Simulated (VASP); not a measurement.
# C in VASP: a series of runs

Aim: see how the results for C move with the level of theory and the settings. Levels: PBE0, PBE. Tasks: single point.

Program: VASP 6.6.1. These are calculated values, not measurements. Logs are shortened: lines on timing, memory, paths and dates and some standing lists are left out, and cuts for length are marked.

### Step 1. The cell of the first run

The cell holds a slab with vacuum, 4 atoms: a = 2.456 Å, b = 2.456 Å, c = 24.134 Å, α = 90.00°, β = 90.00°, γ = 120.00°.

### Step 2. Single point, PBE0

POSCAR

```
C
1.0
    2.4562275060      0.0000000000      0.0000000000
   -1.2281137530      2.1271554177      0.0000000000
    0.0000000000      0.0000000000     24.1339601687
C
4
Direct
    0.6666666667      0.3333333333      0.5704754400
    0.3333333333      0.6666666667      0.4295245600
    0.0000000000      0.0000000000      0.4295312300
    0.0000000000      0.0000000000      0.5704687700
```

INCAR.step1

```
SYSTEM = C
PREC = Accurate
ENCUT = 520
EDIFF = 1E-5
ISMEAR = 0
SIGMA = 0.05
LREAL = .False.
LASPH = .True.
NELM = 120
ALGO = Normal
ISIF = 2
LWAVE = .True.
LCHARG = .False.
NBANDS = 16
GGA = PE
GGA_COMPAT = .False.
```

INCAR.step2

```
SYSTEM = C
PREC = Accurate
ENCUT = 520
EDIFF = 1E-6
ISMEAR = 0
SIGMA = 0.05
LREAL = .False.
LASPH = .True.
NELM = 120
ALGO = Normal
ISIF = 2
LWAVE = .False.
LCHARG = .False.
GGA = PE
LHFCALC = .True.
AEXX = 0.25
PRECFOCK = Normal
NBANDS = 16
ISTART = 1
GGA_COMPAT = .False.
```

KPOINTS

```
Automatic mesh
0
Gamma
  6 6 1
  0 0 0
```

Potentials or basis: VASP PAW PBE potentials, release 64 (C).

Started as:

```bash
cat potpaw_PBE.64/C/POTCAR > POTCAR
cp INCAR.step1 INCAR
mpirun -np 1 vasp_std > vasp.out
cp INCAR.step2 INCAR
mpirun -np 1 vasp_std > vasp.out
```

OUTCAR:

```text
SYSTEM = C
   PREC = Accurate
   ENCUT = 520
   EDIFF = 1E-6
   ISMEAR = 0
   LREAL = .False.
   LASPH = .True.
   NELM = 120
   ISIF = 2
   GGA = PE
   LHFCALC = .True.
   AEXX = 0.25
   PRECFOCK = Normal
   ISTART = 1

 ion  position               nearest neighbor table
   1  0.667  0.333  0.570-   4 1.42   4 1.42   4 1.42
   2  0.333  0.667  0.430-   3 1.42   3 1.42   3 1.42
   3  0.000  0.000  0.430-   2 1.42   2 1.42   2 1.42
   4  0.000  0.000  0.570-   1 1.42   1 1.42   1 1.42

  LATTYP: Found a hexagonal cell.
 ALAT       =     2.4562275060
 C/A-ratio  =     9.8256208392

  Lattice vectors:

 A1 = (   2.4562275060,   0.0000000000,   0.0000000000)
 A2 = (  -1.2281137530,   2.1271554177,   0.0000000000)
 A3 = (   0.0000000000,   0.0000000000,  24.1339601687)

Analysis of symmetry for initial positions (statically):
=====================================================================
 Subroutine PRICEL returns:
 Original cell was already a primitive cell.

 Routine SETGRP: Setting up the symmetry group for a
 hexagonal supercell.

 Subroutine GETGRP returns: Found 12 space group operations
 (whereof 12 operations were pure point group operations)
 out of a pool of 24 trial point group operations.

The static configuration has the point symmetry D_3d.

Analysis of symmetry for dynamics (positions and initial velocities):
=====================================================================
 Subroutine PRICEL returns:
 Original cell was already a primitive cell.

 Routine SETGRP: Setting up the symmetry group for a
 hexagonal supercell.

 Subroutine GETGRP returns: Found 12 space group operations
 (whereof 12 operations were pure point group operations)
 out of a pool of 24 trial point group operations.

The dynamic configuration has the point symmetry D_3d.

 Subroutine INISYM returns: Found 12 space group operations
 (whereof 12 operations are pure point group operations),
 and found     1 'primitive' translations

----------------------------------------------------------------------------------------

                                     Primitive cell

  volume of cell :     126.0946

  direct lattice vectors                    reciprocal lattice vectors
     2.456227506  0.000000000  0.000000000     0.407128410  0.235055697  0.000000000
    -1.228113753  2.127155418  0.000000000     0.000000000  0.470111395  0.000000000
     0.000000000  0.000000000 24.133960169     0.000000000  0.000000000  0.041435388

  length of vectors
     2.456227506  2.456227506 24.133960169     0.470111395  0.470111395  0.041435388

  position of ions in fractional coordinates (direct lattice)
     0.666666667  0.333333333  0.570475440
     0.333333333  0.666666667  0.429524560
     0.000000000  0.000000000  0.429531230
     0.000000000  0.000000000  0.570468770

  ion indices of the primitive-cell ions
   primitive index   ion index
                 1           1
                 2           2
                 3           3
                 4           4

----------------------------------------------------------------------------------------

 KPOINTS: Automatic mesh

Automatic generation of k-mesh.
 Grid dimensions read from file:
 generate k-points for:    6    6    1

 Generating k-lattice:

  Cartesian coordinates                     Fractional coordinates (reciprocal lattice)
     0.067854735  0.039175950  0.000000000     0.166666667  0.000000000  0.000000000
     0.000000000  0.078351899  0.000000000     0.000000000  0.166666667  0.000000000
     0.000000000  0.000000000  0.041435388     0.000000000  0.000000000  1.000000000

  Length of vectors
     0.078351899  0.078351899  0.041435388

  Shift w.r.t. Gamma in fractional coordinates (k-lattice)
     0.000000000  0.000000000  0.000000000

 Subroutine IBZKPT returns following result:
 ===========================================

 Found      7 irreducible k-points:

 Following reciprocal coordinates:
            Coordinates               Weight
  0.000000  0.000000  0.000000      1.000000
  0.166667 -0.000000  0.000000      6.000000
  0.333333 -0.000000  0.000000      6.000000
  0.500000 -0.000000  0.000000      3.000000
  0.166667  0.166667  0.000000      6.000000
  0.333333  0.166667  0.000000     12.000000
  0.333333  0.333333  0.000000      2.000000
   k-points           NKPTS =      7   k-points in BZ     NKDIM =     36   number of bands    NBANDS=     16
   number of dos      NEDOS =    301   number of ions     NIONS =      4
   total plane-waves  NPLWV =  58320
   dimension x,y,z NGX =    18 NGY =   18 NGZ =  180
   dimension x,y,z NGXF=    36 NGYF=   36 NGZF=  360
   ions per type =               4
   NGX,Y,Z   is equivalent  to a cutoff of  12.18, 12.18, 12.40 a.u.
   NGXF,Y,Z  is equivalent  to a cutoff of  24.37, 24.37, 24.80 a.u.
 SYSTEM =  C
   PREC   = accura    normal or accurate (medium, high low for compatibility)
   ISTART =      1    job   : 0-new  1-cont  2-samecut
   ICHARG =      0    charge: 1-file 2-atom 10-const
   ISPIN  =      1    spin polarized calculation?
   LNONCOLLINEAR =      F non collinear calculations
   LSORBIT =      F    spin-orbit coupling
   LASPH  =      T    aspherical Exc in radial PAW
   ENCUT  =  520.0 eV  38.22 Ry    6.18 a.u.   4.57  4.57 44.87*2*pi/ulx,y,z
   NELM   =    120;   NELMIN=  2; NELMDL=  0     # of ELM steps
   EDIFF  = 0.1E-05   stopping-criterion for ELM
   LREAL  =      F    real-space projection
   EDIFFG = 0.1E-04   stopping-criterion for IOM
   NSW    =      0    number of steps for IOM
   IBRION =     -1    ionic relax: 0-MD 1-quasi-New 2-CG
   NFREE  =      0    steps in history (QN), initial steepest desc. (CG)
   ISIF   =      2    stress and relaxation
   ISYM   =      3    0-nonsym 1-usesym 2-fastsym
   POTIM  = 0.5000    time-step for ionic-motion
   TEBEG  =    0.0;   TEEND  =   0.0 temperature during run
   PSTRESS=    0.0 pullay stress
   NELECT =      16.0000    total number of electrons
   NUPDOWN=      -1.0000    fix difference up-down
   EMIN   =  10.00;   EMAX   =-10.00  energy-range for DOS
   EFERMI =   0.00;   METHOD = LEGACY
   ISMEAR =     0;   SIGMA  =   0.05  broadening in eV -4-tet -1-fermi 0-gaus
   EFERMI_NEDOS =   21; number of points for ismear=-14 and -15
   IALGO  =     38    algorithm
   IMIX   =      1    mixing-type and parameters
     AMIX     =   0.40;   BMIX     =  1.00
     AMIX_MAG =   1.60;   BMIX_MAG =  1.00
  volume/ion in A,a.u.               =      31.52       212.73
  Fermi-wavevector in a.u.,A,eV,Ry     =   0.822652  1.554586  9.207823  0.676756
  Thomas-Fermi vector in A             =   1.934024
   LORBIT       =      0    0 simple, 1 ext, 2 COOP (PROOUT), +10 PAW based schemes
   GGA     = PE    functional components
   LHFCALC =     T    Hartree Fock is set to
   PRECFOCK=normal    Normal, Fast or Accurate (Low or Medium for compatibility)
   ENCUT4O =  -1.0   cutoff for four orbital integrals eV
   NKREDX  =     1    reduce k-point grid by
   NKREDY  =     1    reduce k-point grid by
   NKREDZ  =     1    reduce k-point grid by
   AEXX    =    0.2500 exact exchange contribution
   HFSCREEN=    0.0000 screening length (either q_TF or 0.3 A-1)
   HFSCREENC=   0.0000 screening length for correlation (either q_TF or 0.3 A-1)
   ENCUTFOCK=  -1.0 apply spherical cutoff to Coloumb kernel
   IVDW    =     0    specifies the selected vdW correction
   LEPSILON=     F    determine dielectric tensor
   LRPA    =     F    only Hartree local field effects (RPA)
 non-spin polarized calculation
 Gauss-broadening in eV      SIGMA  =   0.05
  energy-cutoff  :      520.00
  volume of cell :      126.09
 maximum number of plane-waves:      3452
  NGX = 14; NGY = 14; NGZ =140

 number of electron      15.9999996 magnetization

 Free energy of the ion-electron system (eV)
  ---------------------------------------------------
  ext. energy  EPLUGINS =         0.00000000
  ---------------------------------------------------
  free energy    TOTEN  =       -44.38110195 eV

  energy without entropy =      -44.38110195  energy(sigma->0) =      -44.38110195

 E-fermi :  -1.9963     XC(G=0):  -2.5194

 val. band max:       -2.2563174360   @ k =   0.3333   0.3333   0.0000
 cond. band min:      -1.3607174611   @ k =   0.3333   0.3333   0.0000
 fundamental gap:      0.8955999750
 Fermi energy:        -1.9963129843

 k-point     1 :       0.0000    0.0000    0.0000
  band No.  band energies     occupation
      1     -24.4496      2.00000
      2     -24.3067      2.00000
      3     -11.6510      2.00000
      4     -10.6466      2.00000
      5      -6.2117      2.00000
      6      -6.2108      2.00000
[... 8 lines left out ...]
     15       5.4849      0.00000
     16       7.3289      0.00000

 k-point     2 :       0.1667   -0.0000    0.0000
  band No.  band energies     occupation
      1     -23.7278      2.00000
      2     -23.5906      2.00000
      3     -10.7569      2.00000
      4      -9.7760      2.00000
      5      -8.7257      2.00000
      6      -8.6955      2.00000
[... 8 lines left out ...]
     15       6.3431      0.00000
     16       7.8340      0.00000

 k-point     3 :       0.3333   -0.0000    0.0000
  band No.  band energies     occupation
      1     -21.5971      2.00000
      2     -21.4767      2.00000
      3     -13.4914      2.00000
      4     -13.4279      2.00000
      5      -9.2260      2.00000
      6      -9.2012      2.00000
[... 8 lines left out ...]
     15       7.1927      0.00000
     16       7.2734      0.00000

 k-point     4 :       0.5000   -0.0000    0.0000
  band No.  band energies     occupation
      1     -18.6666      2.00000
      2     -18.6125      2.00000
      3     -17.4273      2.00000
      4     -17.3876      2.00000
      5      -9.9269      2.00000
      6      -9.9007      2.00000
[... 8 lines left out ...]
     15      10.5215      0.00000
     16      10.5421      0.00000

 k-point     5 :       0.1667    0.1667    0.0000
  band No.  band energies     occupation
      1     -22.3012      2.00000
      2     -22.1753      2.00000
      3     -11.4248      2.00000
      4     -11.3984      2.00000
      5      -9.8936      2.00000
      6      -9.8750      2.00000
[... 8 lines left out ...]
     15       6.6684      0.00000
     16       8.0412      0.00000

 k-point     6 :       0.3333    0.1667    0.0000
  band No.  band energies     occupation
      1     -19.5572      2.00000
      2     -19.4541      2.00000
      3     -15.4551      2.00000
      4     -15.3854      2.00000
      5     -11.7092      2.00000
      6     -11.6667      2.00000
[... 8 lines left out ...]
     15       9.7844      0.00000
     16       9.8362      0.00000

 k-point     7 :       0.3333    0.3333    0.0000
  band No.  band energies     occupation
      1     -16.8139      2.00000
      2     -16.7725      2.00000
      3     -16.7589      2.00000
      4     -16.7224      2.00000
      5     -14.4126      2.00000
      6     -14.4116      2.00000
[... 8 lines left out ...]
     15      12.2473      0.00000
     16      13.0063      0.00000

------------------------ aborting loop because EDIFF is reached ----------------------------------------

  FORCE on cell =-STRESS in cart. coord.  units (eV):
  Direction    XX          YY          ZZ          XY          YZ          ZX
  --------------------------------------------------------------------------------------
  -------------------------------------------------------------------------------------
  Total       -0.4826910     -0.4826910      0.0543957      0.0000000      0.0000000     -0.0000000
  in kB       -6.1331476     -6.1331476      0.6911600      0.0000000      0.0000000     -0.0000000
  external PRESSURE =      -3.8583784 kB  Pullay stress =       0.0000000 kB

 VOLUME and BASIS-vectors are now :
 -----------------------------------------------------------------------------
  energy-cutoff  :      520.00
  volume of cell :      126.09
      direct lattice vectors                 reciprocal lattice vectors
     2.456227506  0.000000000  0.000000000     0.407128410  0.235055697  0.000000000
    -1.228113753  2.127155418  0.000000000     0.000000000  0.470111395  0.000000000
     0.000000000  0.000000000 24.133960169     0.000000000  0.000000000  0.041435388

 POSITION                                       TOTAL-FORCE (eV/Angst)
 -----------------------------------------------------------------------------------
      1.22811      0.70905     13.76783         0.000000      0.000000      0.053146
     -0.00000      1.41810     10.36613        -0.000000      0.000000     -0.053146
      0.00000      0.00000     10.36629         0.000000      0.000000      0.025100
      0.00000      0.00000     13.76767         0.000000      0.000000     -0.025100
 -----------------------------------------------------------------------------------
    total drift:                                0.000000     -0.000000      0.000000

  FREE ENERGIE OF THE ION-ELECTRON SYSTEM (eV)
  ---------------------------------------------------
  free  energy   TOTEN  =       -44.3811019539 eV

  energy  without entropy=      -44.3811019539  energy(sigma->0) =      -44.38110195
```

Run time: 25 min. Hardware: 1 thread of Intel Xeon 8259CL, shared host; peak memory 0.24 GiB.

What came out:

- Free energy: -44.3811 eV
- Largest force: 0.053 eV/Å

Forces in eV/Å, atoms in the order of the input:
```
C    0.000  0.000  0.053
C    0.000  0.000 -0.053
C    0.000  0.000  0.025
C    0.000  0.000 -0.025
```

Caveat: the k points lie up to 0.49 Å⁻¹ apart; the PAW data sets were made with another functional, which shifts forces and pressure a little.

(Continued in part 2 of 2.)
